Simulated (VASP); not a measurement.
Sr2VWO6:

```
V W O Sr
1.0
     0.00000    3.93419    3.93419
     3.93419    0.00000    3.93419
     3.93419    3.93419    0.00000
V W O Sr
1 1 6 2
Direct
  0.50000 0.50000 0.50000
  0.00000 0.00000 0.00000
  0.72500 0.27500 0.27500
  0.27500 0.72500 0.27500
  0.27500 0.72500 0.72500
  0.72500 0.27500 0.72500
  0.27500 0.27500 0.72500
  0.72500 0.72500 0.27500
  0.25000 0.25000 0.25000
  0.75000 0.75000 0.75000
```

* Program: VASP 6.6.1
* Task: relaxation of the atoms
* Functional: PBEsol
* Potentials or basis: VASP PAW PBE potentials, release 64 (V_sv, W_sv, O, Sr_sv)
* Cutoff: 520 eV
* k mesh: 8 × 8 × 8
* Occupations: fermi-dirac, width 0.1 eV
* Spin: no spin polarisation

At the start: pressure 0.8 GPa; volume 12.18 Å³/atom.

Question: How do energy, volume and symmetry change on relaxing?

Answer: Over 4 steps the energy falls by 330.7 meV/atom at a fixed cell; space group Fm-3m (No. 225, to 0.1 Å) before and after.

The path:
```
step  energy change (eV)  largest force (eV/Å)  pressure (GPa)
   1              0.0000                6.0998            0.80
   2             -2.1777                3.8014            5.20
   3             -3.3050                0.1405           -5.20
   4             -3.3068                0.0192           -5.02
```

Final structure:
```
CELL_PARAMETERS angstrom
0.00000 3.93419 3.93419
3.93419 0.00000 3.93419
3.93419 3.93419 0.00000
ATOMIC_POSITIONS crystal
V 0.50000 0.50000 0.50000
W 0.00000 0.00000 0.00000
O 0.74898 0.25102 0.25102
O 0.25102 0.74898 0.25102
O 0.25102 0.74898 0.74898
O 0.74898 0.25102 0.74898
O 0.25102 0.25102 0.74898
O 0.74898 0.74898 0.25102
Sr 0.25000 0.25000 0.25000
Sr 0.75000 0.75000 0.75000
```

Caveat: the PAW data sets were made with another functional, which shifts forces and pressure a little; an odd number of electrons without spin polarisation forces a metal; a magnetic or distorted state may lie lower; the run has no spin polarisation, though such a crystal can be magnetic.
